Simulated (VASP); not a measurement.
# CuO in VASP: a series of runs

Runs on CuO. Level: PBE. Tasks: single point.

All numbers are computed with VASP 6.6.1; they aren't measurements. Logs are shortened: lines on timing, memory, paths and dates and some standing lists are left out, and cuts for length are marked.

### 1 The cell of the first run

It takes space group P4/mmm (No. 123, tetragonal). The conventional cell has a = 2.553 Å, b = 2.553 Å, c = 2.527 Å, α = 90.00°, β = 90.00°, γ = 90.00°. Within 2.9 Å of Cu (site symmetry 4/mmm) lie 8 O at 2.20 Å and 6 Cu at 2.53 to 2.55 Å. Within 2.9 Å of O (site symmetry 4/mmm) lie 8 Cu at 2.20 Å and 6 O at 2.53 to 2.55 Å.

### 2 Single point, PBE

INCAR reads:

```
SYSTEM = CuO
PREC = Accurate
ENCUT = 520
EDIFF = 1E-7
ISMEAR = -1
SIGMA = 0.05
LREAL = .FALSE.
LASPH = .TRUE.
NELM = 80
ALGO = Normal
ISIF = 2
LWAVE = .FALSE.
LCHARG = .FALSE.
GGA = PE
NBANDS = 16
```

KPOINTS reads:

```
Automatic mesh
0
G
  9 9 9
  0 0 0
```

POSCAR reads:

```
CuO
1.0
    2.5525506100      0.0000000000      0.0000000000
    0.0000000000      2.5525506100      0.0000000000
    0.0000000000      0.0000000000      2.5270251039
Cu O
1 1
Direct
    0.0000000000      0.0000000000      0.0000000000
    0.5000000000      0.5000000000      0.5000000000
```

Potentials or basis: VASP PAW PBE potentials, release 64 (Cu, O).

Command:

```console
$ cat potpaw_PBE.64/Cu/POTCAR potpaw_PBE.64/O/POTCAR > POTCAR
$ mpirun -np 1 vasp_std > vasp.out
```

OUTCAR:

```text
SYSTEM = CuO
   PREC = Accurate
   ENCUT = 520
   EDIFF = 1E-7
   ISMEAR = -1
   LREAL = .FALSE.
   LASPH = .TRUE.
   NELM = 80
   ISIF = 2
   GGA = PE

 ion  position               nearest neighbor table
   1  0.000  0.000  0.000-   2 2.20   2 2.20   2 2.20   2 2.20   2 2.20   2 2.20   2 2.20   2 2.20

   2  0.500  0.500  0.500-   1 2.20   1 2.20   1 2.20   1 2.20   1 2.20   1 2.20   1 2.20   1 2.20

  LATTYP: Found a simple tetragonal cell.
 ALAT       =     2.5525506100
 C/A-ratio  =     0.9900000000

  Lattice vectors:

 A1 = (   2.5525506100,   0.0000000000,   0.0000000000)
 A2 = (   0.0000000000,   2.5525506100,   0.0000000000)
 A3 = (   0.0000000000,   0.0000000000,   2.5270251039)

Analysis of symmetry for initial positions (statically):
=====================================================================
 Subroutine PRICEL returns:
 Original cell was already a primitive cell.

 Routine SETGRP: Setting up the symmetry group for a
 simple tetragonal supercell.

 Subroutine GETGRP returns: Found 16 space group operations
 (whereof 16 operations were pure point group operations)
 out of a pool of 16 trial point group operations.

The static configuration has the point symmetry D_4h.

Analysis of symmetry for dynamics (positions and initial velocities):
=====================================================================
 Subroutine PRICEL returns:
 Original cell was already a primitive cell.

 Routine SETGRP: Setting up the symmetry group for a
 simple tetragonal supercell.

 Subroutine GETGRP returns: Found 16 space group operations
 (whereof 16 operations were pure point group operations)
 out of a pool of 16 trial point group operations.

The dynamic configuration has the point symmetry D_4h.

 Subroutine INISYM returns: Found 16 space group operations
 (whereof 16 operations are pure point group operations),
 and found     1 'primitive' translations

----------------------------------------------------------------------------------------

                                     Primitive cell

  volume of cell :      16.4649

  direct lattice vectors                    reciprocal lattice vectors
     2.552550610  0.000000000  0.000000000     0.391765004  0.000000000  0.000000000
     0.000000000  2.552550610  0.000000000     0.000000000  0.391765004  0.000000000
     0.000000000  0.000000000  2.527025104     0.000000000  0.000000000  0.395722226

  length of vectors
     2.552550610  2.552550610  2.527025104     0.391765004  0.391765004  0.395722226

  position of ions in fractional coordinates (direct lattice)
     0.000000000  0.000000000  0.000000000
     0.500000000  0.500000000  0.500000000

  ion indices of the primitive-cell ions
   primitive index   ion index
                 1           1
                 2           2

----------------------------------------------------------------------------------------

 KPOINTS: Automatic mesh

Automatic generation of k-mesh.
 Grid dimensions read from file:
 generate k-points for:    9    9    9

 Generating k-lattice:

  Cartesian coordinates                     Fractional coordinates (reciprocal lattice)
     0.043529445  0.000000000  0.000000000     0.111111111  0.000000000  0.000000000
     0.000000000  0.043529445  0.000000000     0.000000000  0.111111111  0.000000000
     0.000000000  0.000000000  0.043969136     0.000000000  0.000000000  0.111111111

  Length of vectors
     0.043529445  0.043529445  0.043969136

  Shift w.r.t. Gamma in fractional coordinates (k-lattice)
     0.000000000  0.000000000  0.000000000

 Subroutine IBZKPT returns following result:
 ===========================================

 Found     75 irreducible k-points:

 Following reciprocal coordinates:
            Coordinates               Weight
  0.000000  0.000000  0.000000      1.000000
  0.111111  0.000000  0.000000      4.000000
  0.222222  0.000000  0.000000      4.000000
  0.333333  0.000000  0.000000      4.000000
  0.444444  0.000000  0.000000      4.000000
  0.111111  0.111111  0.000000      4.000000
[... 16 lines left out ...]
  0.333333  0.111111  0.111111     16.000000
  0.444444  0.111111  0.111111     16.000000
 [... further k-points ...]
   k-points           NKPTS =     75   k-points in BZ     NKDIM =     75   number of bands    NBANDS=     16
   number of dos      NEDOS =    301   number of ions     NIONS =      2
   total plane-waves  NPLWV =   8000
   dimension x,y,z NGX =    20 NGY =   20 NGZ =   20
   dimension x,y,z NGXF=    40 NGYF=   40 NGZF=   40
   ions per type =               1   1
   NGX,Y,Z   is equivalent  to a cutoff of  13.03, 13.03, 13.16 a.u.
   NGXF,Y,Z  is equivalent  to a cutoff of  26.05, 26.05, 26.31 a.u.
 SYSTEM =  CuO
   PREC   = accura    normal or accurate (medium, high low for compatibility)
   ISTART =      0    job   : 0-new  1-cont  2-samecut
   ICHARG =      2    charge: 1-file 2-atom 10-const
   ISPIN  =      1    spin polarized calculation?
   LNONCOLLINEAR =      F non collinear calculations
   LSORBIT =      F    spin-orbit coupling
   LASPH  =      T    aspherical Exc in radial PAW
   ENCUT  =  520.0 eV  38.22 Ry    6.18 a.u.   4.75  4.75  4.70*2*pi/ulx,y,z
   NELM   =     80;   NELMIN=  2; NELMDL= -5     # of ELM steps
   EDIFF  = 0.1E-06   stopping-criterion for ELM
   LREAL  =      F    real-space projection
   EDIFFG = 0.1E-05   stopping-criterion for IOM
   NSW    =      0    number of steps for IOM
   IBRION =     -1    ionic relax: 0-MD 1-quasi-New 2-CG
   NFREE  =      0    steps in history (QN), initial steepest desc. (CG)
   ISIF   =      2    stress and relaxation
   ISYM   =      2    0-nonsym 1-usesym 2-fastsym
   POTIM  = 0.5000    time-step for ionic-motion
   TEBEG  =    0.0;   TEEND  =   0.0 temperature during run
   PSTRESS=    0.0 pullay stress
   NELECT =      17.0000    total number of electrons
   NUPDOWN=      -1.0000    fix difference up-down
   EMIN   =  10.00;   EMAX   =-10.00  energy-range for DOS
   EFERMI =   0.00;   METHOD = LEGACY
   ISMEAR =    -1;   SIGMA  =   0.05  broadening in eV -4-tet -1-fermi 0-gaus
   EFERMI_NEDOS =   21; number of points for ismear=-14 and -15
   IALGO  =     38    algorithm
   IMIX   =      4    mixing-type and parameters
     AMIX     =   0.40;   BMIX     =  1.00
     AMIX_MAG =   1.60;   BMIX_MAG =  1.00
  volume/ion in A,a.u.               =       8.23        55.56
  Fermi-wavevector in a.u.,A,eV,Ry     =   1.654646  3.126827 37.250748  2.737853
  Thomas-Fermi vector in A             =   2.742878
   LORBIT       =      0    0 simple, 1 ext, 2 COOP (PROOUT), +10 PAW based schemes
   GGA     = PE    functional components
   LHFCALC =     F    Hartree Fock is set to
   AEXX    =    0.0000 exact exchange contribution
   IVDW    =     0    specifies the selected vdW correction
   LEPSILON=     F    determine dielectric tensor
   LRPA    =     F    only Hartree local field effects (RPA)
 non-spin polarized calculation
  energy-cutoff  :      520.00
  volume of cell :       16.46
 maximum number of plane-waves:       461
 NGX is ok and might be reduce to    20
   NGX =  9   NGY =  9   NGZ =  9

 number of electron      16.9999984 magnetization

 Free energy of the ion-electron system (eV)
  ---------------------------------------------------
  ext. energy  EPLUGINS =         0.00000000
  ---------------------------------------------------
  free energy    TOTEN  =        -8.49068953 eV

  energy without entropy =       -8.46517158  energy(sigma->0) =       -8.47793056

 E-fermi :   7.8533     XC(G=0): -13.4096

 val. band max:        7.8498696128   @ k =   0.3333   0.3333   0.2222
 cond. band min:       7.8607363712   @ k =   0.4444   0.0000   0.2222
 fundamental gap:      0.0108667584
 Fermi energy:         7.8533382750

 k-point     1 :       0.0000    0.0000    0.0000
  band No.  band energies     occupation
      1     -12.3868      2.00000
      2       4.1057      2.00000
      3       4.1306      2.00000
      4       5.6606      2.00000
      5       5.6606      2.00000
      6       5.8086      2.00000
[... 8 lines left out ...]
     15      29.2141      0.00000
     16      41.8759      0.00000

 k-point     2 :       0.1111    0.0000    0.0000
  band No.  band energies     occupation
      1     -12.2430      2.00000
      2       3.6123      2.00000
      3       4.1480      2.00000
      4       5.1654      2.00000
      5       5.2769      2.00000
      6       5.3085      2.00000
[... 8 lines left out ...]
     15      29.7292      0.00000
     16      38.8034      0.00000

 k-point     3 :       0.2222    0.0000    0.0000
  band No.  band energies     occupation
      1     -11.8512      2.00000
      2       1.9819      2.00000
      3       4.2391      2.00000
      4       4.6161      2.00000
      5       4.7287      2.00000
      6       5.5589      2.00000
[... 8 lines left out ...]
     15      31.9918      0.00000
     16      35.3830      0.00000

 k-point     4 :       0.3333    0.0000    0.0000
  band No.  band energies     occupation
      1     -11.3421      2.00000
      2       0.3342      2.00000
      3       4.2148      2.00000
      4       4.3303      2.00000
      5       4.3448      2.00000
      6       6.1245      2.00000
[... 8 lines left out ...]
     15      32.7052      0.00000
     16      35.2311      0.00000
[... 324 lines left out ...]
 k-point    22 :       0.2222    0.1111    0.1111
  band No.  band energies     occupation
      1     -11.5960      2.00000
      2       2.1935      2.00000
      3       3.7624      2.00000
      4       4.0751      2.00000
      5       4.9034      2.00000
      6       5.6549      2.00000
[... 8 lines left out ...]
     15      32.5270      0.00000
     16      35.8630      0.00000

 k-point    23 :       0.3333    0.1111    0.1111
  band No.  band energies     occupation
      1     -11.1227      2.00000
      2       0.6796      2.00000
      3       3.7196      2.00000
      4       4.2551      2.00000
      5       4.6680      2.00000
      6       5.9039      2.00000
[... 8 lines left out ...]
     15      34.6942      0.00000
     16      35.0375      0.00000

 k-point    24 :       0.4444    0.1111    0.1111
  band No.  band energies     occupation
      1     -10.7706      2.00000
      2      -0.2536      2.00000
      3       3.6518      2.00000
      4       4.2817      2.00000
      5       4.6026      2.00000
      6       5.9908      2.00000
[... 8 lines left out ...]
     15      34.3663      0.00000
     16      35.0671      0.00000

 [... further k-points ...]

------------------------ aborting loop because EDIFF is reached ----------------------------------------

  FORCE on cell =-STRESS in cart. coord.  units (eV):
  Direction    XX          YY          ZZ          XY          YZ          ZX
  --------------------------------------------------------------------------------------
  -------------------------------------------------------------------------------------
  Total        2.3472777      2.3472777      2.6874203      0.0000000      0.0000000     -0.0000000
  in kB      228.4108703    228.4108703    261.5097606      0.0000000      0.0000000     -0.0000000
  external PRESSURE =     239.4438337 kB  Pullay stress =       0.0000000 kB

 VOLUME and BASIS-vectors are now :
 -----------------------------------------------------------------------------
  energy-cutoff  :      520.00
  volume of cell :       16.46
      direct lattice vectors                 reciprocal lattice vectors
     2.552550610  0.000000000  0.000000000     0.391765004  0.000000000  0.000000000
     0.000000000  2.552550610  0.000000000     0.000000000  0.391765004  0.000000000
     0.000000000  0.000000000  2.527025104     0.000000000  0.000000000  0.395722226

 POSITION                                       TOTAL-FORCE (eV/Angst)
 -----------------------------------------------------------------------------------
      0.00000      0.00000      0.00000         0.000000      0.000000      0.000000
      1.27628      1.27628      1.26351         0.000000      0.000000      0.000000
 -----------------------------------------------------------------------------------
    total drift:                                0.000000      0.000000      0.000000

  FREE ENERGIE OF THE ION-ELECTRON SYSTEM (eV)
  ---------------------------------------------------
  free  energy   TOTEN  =        -8.4906895297 eV

  energy  without entropy=       -8.4651715832  energy(sigma->0) =       -8.47793056
```

Run time: 8.1 s. Hardware: 1 thread of Intel Xeon 6975P-C (Granite Rapids), shared host; peak memory 0.14 GiB.

Results:

```
Free energy : -8.4907 eV
Pressure    : 23.9 GPa
```

Levels at points of the mesh, in eV from the Fermi level:
```
           k point  band 6  band 7  band 8  band 9  band 10  band 11  band 12  band 13
(0.00, 0.00, 0.00)   -2.04   -1.77   -1.75   -1.75     1.34    16.11    16.34    21.02
```

Caveat: an odd number of electrons without spin polarisation forces a metal; a magnetic or distorted state may lie lower; semilocal functionals often make such compounds metallic where correlation or magnetic order opens a gap, which also shifts bond lengths. With open d or f shells a metallic result of PBE can be an artefact of self-interaction; +U or a hybrid may open a gap.

### 3 Single point, PBE

This run uses another cell than the first one, of 8.40 Å³/atom, 1.020 times its volume.

INCAR reads:

```
  PREC = Accurate
  ENCUT = 520
  EDIFF = 1E-6
  ISMEAR = -1
  SIGMA = 0.05
  LREAL = False
  LASPH = True
  NELM = 100
  ALGO = Normal
  ISIF = 2
  LWAVE = False
  LCHARG = True
  GGA = PE
  LELF = True
  LVHAR = True
  NBANDS = 16
```

KPOINTS reads:

```
Automatic mesh
0
Gamma
  9 9 9
```

POSCAR: that of step 2 with these lines changed.

```diff
@@ -4,3 +4,3 @@
     0.0000000000      2.5525506100      0.0000000000
-    0.0000000000      0.0000000000      2.5270251039
+    0.0000000000      0.0000000000      2.5780761161
 Cu O
```

Potentials or basis: VASP PAW PBE potentials, release 64 (Cu, O).

Command:

```console
$ cat potpaw_PBE.64/Cu/POTCAR potpaw_PBE.64/O/POTCAR > POTCAR
$ mpirun -np 1 vasp_std > vasp.out
```

Run time: 8.1 s. Hardware: 1 thread of Intel Xeon 6975P-C (Granite Rapids), shared host; peak memory 0.13 GiB.

Results (log left out):

* Free energy: -8.5354 eV
* Pressure: 18.5 GPa

Stress tensor (GPa, compression positive):
```
19.57  0.00  0.00
 0.00 19.57  0.00
 0.00  0.00 16.46
```

Levels at points of the mesh, in eV from the Fermi level:
```
           k point  band 5  band 6  band 7  band 8  band 9  band 10  band 11  band 12  band 13  band 14
(0.00, 0.00, 0.00)   -2.03   -2.03   -1.72   -1.72   -1.70     1.21    16.01    16.24    20.63    20.95
```

Caveat: an odd number of electrons without spin polarisation forces a metal; a magnetic or distorted state may lie lower; semilocal functionals often make such compounds metallic where correlation or magnetic order opens a gap, which also shifts bond lengths.

(Part 1 of 2 ends here.)
